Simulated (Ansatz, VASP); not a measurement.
## Mg5O: VASP beside Ansatz

INCAR

```
  PREC = Accurate
  ENCUT = 520
  EDIFF = 1E-6
  ISMEAR = 0
  SIGMA = 0.1
  LREAL = False
  LASPH = True
  NELM = 150
  ALGO = Normal
  ISIF = 2
  LWAVE = False
  LCHARG = False
  ISPIN = 2
  MAGMOM = 0 0 0 0 0 1
  LORBIT = 11
  GGA = PE
  NBANDS = 21
```

File KPOINTS:

```
Automatic mesh
0
Gamma
  6 6 4
```

The input POSCAR:

```
Mg5O
1.0
    4.5852991200      0.0000000000      0.0000000000
   -2.2926495600      3.9709855200      0.0000000000
    0.0000000000      0.0000000000      5.6016324600
Mg O
5 1
Direct
    0.6044032200      0.0000000000      0.5000000000
    0.0000000000      0.6044032200      0.5000000000
    0.3955967800      0.3955967800      0.5000000000
    0.0000000000      0.0000000000      0.7472294900
    0.0000000000      0.0000000000      0.2527705100
    0.0000000000      0.0000000000      0.0000000000
```

Input for Ansatz:

```yaml
crystal:
  lattice:
    - [4.58529912, 0.0, 0.0]
    - [-2.29264956, 3.97098552, 0.0]
    - [0.0, 0.0, 5.60163246]
  atoms:
    - { symbol: Mg, position: [0.60440322, 0.0, 0.5] }
    - { symbol: Mg, position: [0.0, 0.60440322, 0.5] }
    - { symbol: Mg, position: [0.39559678, 0.39559678, 0.5] }
    - { symbol: Mg, position: [0.0, 0.0, 0.74722949] }
    - { symbol: Mg, position: [0.0, 0.0, 0.25277051] }
    - { symbol: O, position: [0.0, 0.0, 0.0], spin: 1.0 }
basis:
  ecutwfc: 420
kpoints:
  mp_grid: { grid: [6, 6, 4] }
hamiltonian:
  xc: pbe
scf:
  occupations: { method: gaussian, width: 0.1 }
  lower_state_search: "off"
output:
  forces: true
  stress: true
  eigenvalues: true
  populations: true
magnetization:
  spin_polarized: true
```

Alike in both runs: task single point; functional PBE; k mesh 6 × 6 × 4; occupations gaussian, width 0.1 eV; collinear spin.

```csv
,VASP,Ansatz
version,VASP 6.6.1,Ansatz 0.2.0
potentials or method,"VASP PAW PBE potentials, release 64 (Mg, O), cutoff 520 eV","scalar-relativistic, plane waves, PAW"
valence electrons in the cell,16,56
```

Ansatz gave:

```
gap on the k mesh at the Fermi level (eV) : none
rms of the force components (eV/Å)        : 5.289
net moment per atom (μB)                  : 0.00
```

Question: What did VASP give for the same quantities?

Answer: gap on the k mesh at the Fermi level (eV): none; rms of the force components (eV/Å): 5.570; net moment per atom (μB): 0.00.

Atom by atom the forces differ by 0.283 eV/Å (rms over components). A gap of «none» marks a metal or a gap that the smearing closes. VASP's potentials hold 16 valence electrons a cell and Ansatz's 56, so a difference there can come from the potentials and not from the codes. Ansatz's warnings: seeded moment not kept.
